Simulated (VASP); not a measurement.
Crystal: Tl2F.

```
Tl F
1.0
     4.91567    0.00000    0.00000
    -2.45783    4.25709    0.00000
     0.00000    0.00000    3.79957
Tl F
2 1
Direct
  0.33333 0.66667 0.50000
  0.66667 0.33333 0.50000
  0.00000 0.00000 0.50000
```

The cell was generated, and may not be a known phase.

```yaml
Program: VASP 6.6.1
Task: relaxation of cell and atoms
Functional: PBE
Potentials_or_basis: VASP PAW PBE potentials, release 64 (Tl_d, F)
Cutoff: 600 eV
k_mesh: 6 × 6 × 4
Occupations: gaussian, width 0.1 eV
Spin: no spin polarisation
```

At the start: pressure 5.0 GPa; volume 26.50 Å³/atom.

Task: How do energy, volume and symmetry change on relaxing?

Result: Over 7 steps the energy falls by 145.5 meV/atom and the volume is 26.23 Å³/atom (-1.0 %); space group P6/mmm (No. 191, to 0.1 Å) before and after.

The path:
```
step  energy change (eV)  largest force (eV/Å)  pressure (GPa)  volume (Å³)
   1              0.0000                0.0000            5.03        79.51
   2             -0.3133                0.0000           -1.10        89.22
   3             -0.3138                0.0000           -1.25        89.63
   4             -0.3546                0.0000           -1.22        87.29
   5             -0.4329                0.0000           -0.59        80.22
   6             -0.4363                0.0000            0.17        78.28
   7             -0.4366                0.0000            0.00        78.70
```

Final structure:
```
CELL_PARAMETERS angstrom
5.24731 0.00000 0.00000
-2.62366 4.54430 0.00000
0.00000 0.00000 3.30038
ATOMIC_POSITIONS crystal
Tl 0.33333 0.66667 0.50000
Tl 0.66667 0.33333 0.50000
F 0.00000 0.00000 0.50000
```

Caveat: the k points lie up to 0.48 Å⁻¹ apart in the final cell, too coarse for converged energies and pressures of a metal.
